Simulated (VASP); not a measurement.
# AlNi (rocksalt type) (Fm-3m) in VASP: a series of runs

Runs on AlNi (rocksalt type). Level: PBEsol. Tasks: single point.

All numbers are computed with VASP 6.6.1; they aren't measurements. Logs are shortened: lines on timing, memory, paths and dates and some standing lists are left out, and cuts for length are marked.

### 1 The cell of the first run

Symmetry: Fm-3m, No. 225, cubic system. The conventional cell has a = 3.934 Å, b = 3.934 Å, c = 3.934 Å, α = 90.00°, β = 90.00°, γ = 90.00°. Within 2.6 Å of Ni (site symmetry m-3m) lie 6 Al at 1.97 Å. Al (site symmetry m-3m) has 6 Ni at 1.97 Å within 2.6 Å.

### 2 Single point, PBEsol (volume scaled by 0.55, source ansatz)

Input file INCAR:

```
ALGO = Normal
EDIFF = 1E-6
ENCUT = 520
GGA = PS
ISIF = 2
ISMEAR = -1
LASPH = True
LCHARG = False
LREAL = False
LWAVE = False
NBANDS = 14
NELM = 60
PREC = Accurate
SIGMA = 0.08
```

Input file KPOINTS:

```
k-points
0
Gamma
  14 14 14
```

Input file POSCAR:

```
AlNi
1.0
    0.0000000000      1.9669772598      1.9669772598
    1.9669772598      0.0000000000      1.9669772598
    1.9669772598      1.9669772598      0.0000000000
Ni Al
1 1
Direct
    0.0000000000      0.0000000000      0.0000000000
    0.5000000000      0.5000000000      0.5000000000
```

Potentials or basis: VASP PAW PBE potentials, release 64 (Ni, Al).

Started as:

```
> cat potpaw_PBE.64/Ni/POTCAR potpaw_PBE.64/Al/POTCAR > POTCAR
> mpirun -np 1 vasp_std > vasp.out
```

OUTCAR:

```text
EDIFF = 1E-6
   ENCUT = 520
   GGA = PS
   ISIF = 2
   ISMEAR = -1
   LASPH = True
   LREAL = False
   NELM = 60
   PREC = Accurate

 ion  position               nearest neighbor table
   1  0.000  0.000  0.000-   2 1.97   2 1.97   2 1.97   2 1.97   2 1.97   2 1.97
   2  0.500  0.500  0.500-   1 1.97   1 1.97   1 1.97   1 1.97   1 1.97   1 1.97

  LATTYP: Found a face centered cubic cell.
 ALAT       =     3.9339545196

  Lattice vectors:

 A1 = (   0.0000000000,   1.9669772598,   1.9669772598)
 A2 = (   1.9669772598,   0.0000000000,   1.9669772598)
 A3 = (   1.9669772598,   1.9669772598,   0.0000000000)

Analysis of symmetry for initial positions (statically):
=====================================================================
 Subroutine PRICEL returns:
 Original cell was already a primitive cell.

 Routine SETGRP: Setting up the symmetry group for a
 face centered cubic supercell.

 Subroutine GETGRP returns: Found 48 space group operations
 (whereof 48 operations were pure point group operations)
 out of a pool of 48 trial point group operations.

The static configuration has the point symmetry O_h .

Analysis of symmetry for dynamics (positions and initial velocities):
=====================================================================
 Subroutine PRICEL returns:
 Original cell was already a primitive cell.

 Routine SETGRP: Setting up the symmetry group for a
 face centered cubic supercell.

 Subroutine GETGRP returns: Found 48 space group operations
 (whereof 48 operations were pure point group operations)
 out of a pool of 48 trial point group operations.

The dynamic configuration has the point symmetry O_h .

 Subroutine INISYM returns: Found 48 space group operations
 (whereof 48 operations are pure point group operations),
 and found     1 'primitive' translations

----------------------------------------------------------------------------------------

                                     Primitive cell

  volume of cell :      15.2205

  direct lattice vectors                    reciprocal lattice vectors
     0.000000000  1.966977260  1.966977260    -0.254197143  0.254197143  0.254197143
     1.966977260  0.000000000  1.966977260     0.254197143 -0.254197143  0.254197143
     1.966977260  1.966977260  0.000000000     0.254197143  0.254197143 -0.254197143

  length of vectors
     2.781725918  2.781725918  2.781725918     0.440282367  0.440282367  0.440282367

  position of ions in fractional coordinates (direct lattice)
     0.000000000  0.000000000  0.000000000
     0.500000000  0.500000000  0.500000000

  ion indices of the primitive-cell ions
   primitive index   ion index
                 1           1
                 2           2

----------------------------------------------------------------------------------------

 KPOINTS: k-points

Automatic generation of k-mesh.
 Grid dimensions read from file:
 generate k-points for:   14   14   14

 Generating k-lattice:

  Cartesian coordinates                     Fractional coordinates (reciprocal lattice)
    -0.018156939  0.018156939  0.018156939     0.071428571  0.000000000  0.000000000
     0.018156939 -0.018156939  0.018156939     0.000000000  0.071428571  0.000000000
     0.018156939  0.018156939 -0.018156939     0.000000000  0.000000000  0.071428571

  Length of vectors
     0.031448741  0.031448741  0.031448741

  Shift w.r.t. Gamma in fractional coordinates (k-lattice)
     0.000000000  0.000000000  0.000000000

 Subroutine IBZKPT returns following result:
 ===========================================

 Found    104 irreducible k-points:

 Following reciprocal coordinates:
            Coordinates               Weight
  0.000000  0.000000  0.000000      1.000000
  0.071429  0.000000  0.000000      8.000000
  0.142857  0.000000  0.000000      8.000000
  0.214286  0.000000  0.000000      8.000000
  0.285714  0.000000  0.000000      8.000000
  0.357143  0.000000  0.000000      8.000000
[... 16 lines left out ...]
  0.214286  0.142857  0.000000     24.000000
  0.285714  0.142857  0.000000     24.000000
 [... further k-points ...]
   k-points           NKPTS =    104   k-points in BZ     NKDIM =    104   number of bands    NBANDS=     14
   number of dos      NEDOS =    301   number of ions     NIONS =      2
   total plane-waves  NPLWV =  13824
   dimension x,y,z NGX =    24 NGY =   24 NGZ =   24
   dimension x,y,z NGXF=    48 NGYF=   48 NGZF=   48
   ions per type =               1   1
   NGX,Y,Z   is equivalent  to a cutoff of  14.34, 14.34, 14.34 a.u.
   NGXF,Y,Z  is equivalent  to a cutoff of  28.69, 28.69, 28.69 a.u.
 SYSTEM =  unknown system
   PREC   = accura    normal or accurate (medium, high low for compatibility)
   ISTART =      0    job   : 0-new  1-cont  2-samecut
   ICHARG =      2    charge: 1-file 2-atom 10-const
   ISPIN  =      1    spin polarized calculation?
   LNONCOLLINEAR =      F non collinear calculations
   LSORBIT =      F    spin-orbit coupling
   LASPH  =      T    aspherical Exc in radial PAW
   ENCUT  =  520.0 eV  38.22 Ry    6.18 a.u.   5.17  5.17  5.17*2*pi/ulx,y,z
   NELM   =     60;   NELMIN=  2; NELMDL= -5     # of ELM steps
   EDIFF  = 0.1E-05   stopping-criterion for ELM
   LREAL  =      F    real-space projection
   EDIFFG = 0.1E-04   stopping-criterion for IOM
   NSW    =      0    number of steps for IOM
   IBRION =     -1    ionic relax: 0-MD 1-quasi-New 2-CG
   NFREE  =      0    steps in history (QN), initial steepest desc. (CG)
   ISIF   =      2    stress and relaxation
   ISYM   =      2    0-nonsym 1-usesym 2-fastsym
   POTIM  = 0.5000    time-step for ionic-motion
   TEBEG  =    0.0;   TEEND  =   0.0 temperature during run
   PSTRESS=    0.0 pullay stress
   NELECT =      13.0000    total number of electrons
   NUPDOWN=      -1.0000    fix difference up-down
   EMIN   =  10.00;   EMAX   =-10.00  energy-range for DOS
   EFERMI =   0.00;   METHOD = LEGACY
   ISMEAR =    -1;   SIGMA  =   0.08  broadening in eV -4-tet -1-fermi 0-gaus
   EFERMI_NEDOS =   21; number of points for ismear=-14 and -15
   IALGO  =     38    algorithm
   IMIX   =      4    mixing-type and parameters
     AMIX     =   0.40;   BMIX     =  1.00
     AMIX_MAG =   1.60;   BMIX_MAG =  1.00
  volume/ion in A,a.u.               =       7.61        51.36
  Fermi-wavevector in a.u.,A,eV,Ry     =   1.553269  2.935252 32.826013  2.412644
  Thomas-Fermi vector in A             =   2.657524
   LORBIT       =      0    0 simple, 1 ext, 2 COOP (PROOUT), +10 PAW based schemes
   GGA     = PS    functional components
   LHFCALC =     F    Hartree Fock is set to
   AEXX    =    0.0000 exact exchange contribution
   IVDW    =     0    specifies the selected vdW correction
   LEPSILON=     F    determine dielectric tensor
   LRPA    =     F    only Hartree local field effects (RPA)
 non-spin polarized calculation
  energy-cutoff  :      520.00
  volume of cell :       15.22
 maximum number of plane-waves:       424
 NGX is ok and might be reduce to    24
   NGX = 11   NGY = 11   NGZ = 11

 number of electron      12.9999993 magnetization

 Free energy of the ion-electron system (eV)
  ---------------------------------------------------
  ext. energy  EPLUGINS =         0.00000000
  ---------------------------------------------------
  free energy    TOTEN  =        -4.39513782 eV

  energy without entropy =       -4.38144916  energy(sigma->0) =       -4.38829349

 E-fermi :  17.8908     XC(G=0): -14.4874

 val. band max:       17.8555992964   @ k =   0.4286   0.1429   0.0000
 cond. band min:      17.8971246055   @ k =  -0.2857   0.4286   0.2143
 fundamental gap:      0.0415253091
 Fermi energy:        17.8907953630

 k-point     1 :       0.0000    0.0000    0.0000
  band No.  band energies     occupation
      1       2.6581      2.00000
      2      12.4243      2.00000
      3      12.4243      2.00000
      4      12.4243      2.00000
      5      12.8686      2.00000
      6      12.8686      2.00000
      7      29.6159      0.00000
      8      29.6159      0.00000
      9      29.6159      0.00000
     10      30.1300      0.00000
     11      31.4727      0.00000
     12      31.4727      0.00000
     13      31.4727      0.00000
     14      38.6838      0.00000

 k-point     2 :       0.0714    0.0000    0.0000
  band No.  band energies     occupation
      1       2.8140      2.00000
      2      12.3439      2.00000
      3      12.4724      2.00000
      4      12.4724      2.00000
      5      12.8647      2.00000
      6      12.8647      2.00000
      7      27.8189      0.00000
      8      29.2915      0.00000
      9      29.2915      0.00000
     10      30.0019      0.00000
     11      31.9272      0.00000
     12      31.9272      0.00000
     13      33.3414      0.00000
     14      37.2802      0.00000

 k-point     3 :       0.1429    0.0000    0.0000
  band No.  band energies     occupation
      1       3.2754      2.00000
      2      12.1191      2.00000
      3      12.5377      2.00000
      4      12.5377      2.00000
      5      12.9312      2.00000
      6      12.9312      2.00000
      7      25.2333      0.00000
      8      28.6836      0.00000
      9      28.6836      0.00000
     10      30.0999      0.00000
     11      32.8364      0.00000
     12      32.8364      0.00000
     13      35.4147      0.00000
     14      35.5832      0.00000
[... 324 lines left out ...]
 k-point    23 :       0.2143    0.1429    0.0000
  band No.  band energies     occupation
      1       4.0275      2.00000
      2      11.7380      2.00000
      3      12.4430      2.00000
      4      12.7915      2.00000
      5      12.9624      2.00000
      6      13.2049      2.00000
      7      24.4726      0.00000
      8      25.6305      0.00000
      9      27.8864      0.00000
     10      29.4704      0.00000
     11      30.4379      0.00000
     12      34.6503      0.00000
     13      35.1607      0.00000
     14      37.7781      0.00000

 k-point    24 :       0.2857    0.1429    0.0000
  band No.  band energies     occupation
      1       4.8452      2.00000
      2      11.4405      2.00000
      3      12.2456      2.00000
      4      12.7161      2.00000
      5      13.3062      2.00000
      6      13.5685      2.00000
      7      22.0394      0.00000
      8      24.9437      0.00000
      9      27.3700      0.00000
     10      28.7010      0.00000
     11      31.3776      0.00000
     12      34.6165      0.00000
     13      35.2319      0.00000
     14      38.6273      0.00000

 [... further k-points ...]

------------------------ aborting loop because EDIFF is reached ----------------------------------------

  FORCE on cell =-STRESS in cart. coord.  units (eV):
  Direction    XX          YY          ZZ          XY          YZ          ZX
  --------------------------------------------------------------------------------------
  -------------------------------------------------------------------------------------
  Total       23.9564331     23.9564331     23.9564331     -0.0000000      0.0000000     -0.0000000
  in kB     2521.7656565   2521.7656565   2521.7656565     -0.0000000      0.0000000     -0.0000000
  external PRESSURE =    2521.7656565 kB  Pullay stress =       0.0000000 kB

 VOLUME and BASIS-vectors are now :
 -----------------------------------------------------------------------------
  energy-cutoff  :      520.00
  volume of cell :       15.22
      direct lattice vectors                 reciprocal lattice vectors
     0.000000000  1.966977260  1.966977260    -0.254197143  0.254197143  0.254197143
     1.966977260  0.000000000  1.966977260     0.254197143 -0.254197143  0.254197143
     1.966977260  1.966977260  0.000000000     0.254197143  0.254197143 -0.254197143

 POSITION                                       TOTAL-FORCE (eV/Angst)
 -----------------------------------------------------------------------------------
      0.00000      0.00000      0.00000        -0.000000     -0.000000     -0.000000
      1.96698      1.96698      1.96698         0.000000      0.000000      0.000000
 -----------------------------------------------------------------------------------
    total drift:                                0.000000     -0.000000     -0.000000

  FREE ENERGIE OF THE ION-ELECTRON SYSTEM (eV)
  ---------------------------------------------------
  free  energy   TOTEN  =        -4.3951378166 eV

  energy  without entropy=       -4.3814491617  energy(sigma->0) =       -4.38829349
```

Run time: 12 s. Hardware: 1 thread of AMD EPYC 9R45 (Zen 5), shared host; peak memory 0.12 GiB.

What came out:

```yaml
Free_energy: -4.3951 eV
Pressure: 252.2 GPa
```

Levels at points of the mesh, in eV from the Fermi level:
```csv
k point,band 3,band 4,band 5,band 6,band 7,band 8,band 9,band 10
"(0.00, 0.00, 0.00)",-5.47,-5.47,-5.02,-5.02,11.73,11.73,11.73,12.24
"(0.50, 0.00, 0.00)",-5.72,-5.72,-3.52,-3.52,-1.42,8.11,8.11,11.91
"(0.50, 0.50, 0.00)",-6.73,-4.21,-3.15,-3.15,-0.19,2.34,2.34,7.99
```

Caveat: the PAW data sets were made with another functional, which shifts forces and pressure a little. Spin polarisation is off, so any magnetic state and its effect on volume and gap are missing.

### 3 Single point, PBEsol (volume scaled by 0.64)

Input file INCAR:

```
PREC     = Accurate       # precision mode
ENCUT    = 520            # plane-wave cutoff, eV
EDIFF    = 1E-6           # SCF threshold, eV
ISMEAR   = -1             # smearing method
SIGMA    = 0.08           # smearing width, eV
LREAL    = False          # projectors in reciprocal space
LASPH    = True           # aspherical terms in the spheres
NELM     = 80             # most SCF steps
ALGO     = Normal         # electronic algorithm
ISIF     = 2              # what is computed and relaxed
LWAVE    = False          # write WAVECAR
LCHARG   = False          # write CHGCAR
GGA      = PS             # functional
NBANDS   = 14             # bands
```

Input file KPOINTS:

```
regular mesh
0
Gamma
  14 14 14
```

Input file POSCAR:

```
AlNi
1.0
    0.0000000000      2.0688949232      2.0688949232
    2.0688949232      0.0000000000      2.0688949232
    2.0688949232      2.0688949232      0.0000000000
Ni Al
1 1
Direct
    0.0000000000      0.0000000000      0.0000000000
    0.5000000000      0.5000000000      0.5000000000
```

Potentials or basis: VASP PAW PBE potentials, release 64 (Ni, Al).

Started as:

```
> cat potpaw_PBE.64/Ni/POTCAR potpaw_PBE.64/Al/POTCAR > POTCAR
> mpirun -np 1 vasp_std > vasp.out
```

OUTCAR:

```text
PREC = Accurate
   ENCUT = 520
   EDIFF = 1E-6
   ISMEAR = -1
   LREAL = False
   LASPH = True
   NELM = 80
   ISIF = 2
   GGA = PS

 ion  position               nearest neighbor table
   1  0.000  0.000  0.000-   2 2.07   2 2.07   2 2.07   2 2.07   2 2.07   2 2.07
   2  0.500  0.500  0.500-   1 2.07   1 2.07   1 2.07   1 2.07   1 2.07   1 2.07

  LATTYP: Found a face centered cubic cell.
 ALAT       =     4.1377898464

  Lattice vectors:

[... 594 lines left out ...]

------------------------ aborting loop because EDIFF is reached ----------------------------------------

  FORCE on cell =-STRESS in cart. coord.  units (eV):
  Direction    XX          YY          ZZ          XY          YZ          ZX
  --------------------------------------------------------------------------------------
  -------------------------------------------------------------------------------------
  Total       15.2336318     15.2336318     15.2336318      0.0000000     -0.0000000      0.0000000
  in kB     1378.0619400   1378.0619400   1378.0619400      0.0000000     -0.0000000      0.0000000
  external PRESSURE =    1378.0619400 kB  Pullay stress =       0.0000000 kB

 VOLUME and BASIS-vectors are now :
 -----------------------------------------------------------------------------
  energy-cutoff  :      520.00
  volume of cell :       17.71
      direct lattice vectors                 reciprocal lattice vectors
     0.000000000  2.068894923  2.068894923    -0.241674913  0.241674913  0.241674913
     2.068894923  0.000000000  2.068894923     0.241674913 -0.241674913  0.241674913
     2.068894923  2.068894923  0.000000000     0.241674913  0.241674913 -0.241674913

 POSITION                                       TOTAL-FORCE (eV/Angst)
 -----------------------------------------------------------------------------------
      0.00000      0.00000      0.00000         0.000000      0.000000     -0.000000
      2.06889      2.06889      2.06889         0.000000      0.000000      0.000000
 -----------------------------------------------------------------------------------
    total drift:                                0.000000     -0.000000     -0.000000

  FREE ENERGIE OF THE ION-ELECTRON SYSTEM (eV)
  ---------------------------------------------------
  free  energy   TOTEN  =        -7.3367243521 eV

  energy  without entropy=       -7.3219165530  energy(sigma->0) =       -7.32932045
```

OSZICAR:

```text
N       E                     dE             d eps       ncg     rms          rms(c)
DAV:   1     0.493724010149E+02    0.49372E+02   -0.55705E+03  3000   0.107E+03
DAV:   2    -0.627273655029E+01   -0.55645E+02   -0.50689E+02  3182   0.200E+02
DAV:   3    -0.832312670686E+01   -0.20504E+01   -0.20350E+01  3518   0.411E+01
DAV:   4    -0.834800796915E+01   -0.24881E-01   -0.24876E-01  3428   0.415E+00
DAV:   5    -0.834859220087E+01   -0.58423E-03   -0.58422E-03  3554   0.678E-01    0.128E+01
DAV:   6    -0.828027630031E+01    0.68316E-01   -0.13840E+01  3236   0.640E+01    0.708E+00
DAV:   7    -0.738873621311E+01    0.89154E+00   -0.41517E+00  3320   0.372E+01    0.285E+00
DAV:   8    -0.734423375087E+01    0.44502E-01   -0.34735E-02  3282   0.142E+00    0.102E+00
DAV:   9    -0.733670050926E+01    0.75332E-02   -0.18067E-02  3812   0.204E+00    0.220E-01
DAV:  10    -0.733673284530E+01   -0.32336E-04   -0.69730E-04  3536   0.292E-01    0.782E-02
DAV:  11    -0.733672789007E+01    0.49552E-05   -0.77168E-05  4230   0.131E-01    0.529E-02
DAV:  12    -0.733672433330E+01    0.35568E-05   -0.28716E-05  3780   0.846E-02    0.115E-02
DAV:  13    -0.733672435215E+01   -0.18852E-07   -0.28538E-07  1822   0.430E-03
   1 F= -.73367244E+01 E0= -.73293205E+01  d E =-.148078E-01
```

stdout:

```text
POSCAR found type information on POSCAR NiAl
 POSCAR found :  2 types and       2 ions
 scaLAPACK will be used
 -----------------------------------------------------------------------------
|                                                                             |
|                                                                             |
|     You enforced a specific xc type in the INCAR file but a different       |
|     I HOPE YOU KNOW WHAT YOU ARE DOING!                                     |
|                                                                             |
 -----------------------------------------------------------------------------

 LDA part: xc-table for (Slater+PW92), standard interpolation
 POSCAR, INCAR and KPOINTS ok, starting setup
 FFT: planning ... GRIDC
 FFT: planning ... GRID_SOFT
 FFT: planning ... GRID
 WAVECAR not read
 entering main loop
```

Run time: 13 s. Hardware: 1 thread of AMD EPYC 9R45 (Zen 5), shared host; peak memory 0.13 GiB.

What came out:

| Quantity | Value |
| --- | --- |
| Free energy | -7.3367 eV |
| Pressure | 137.8 GPa |

Caveat: the PAW data sets were made with another functional, which shifts forces and pressure a little. Spin polarisation is off, so any magnetic state and its effect on volume and gap are missing.
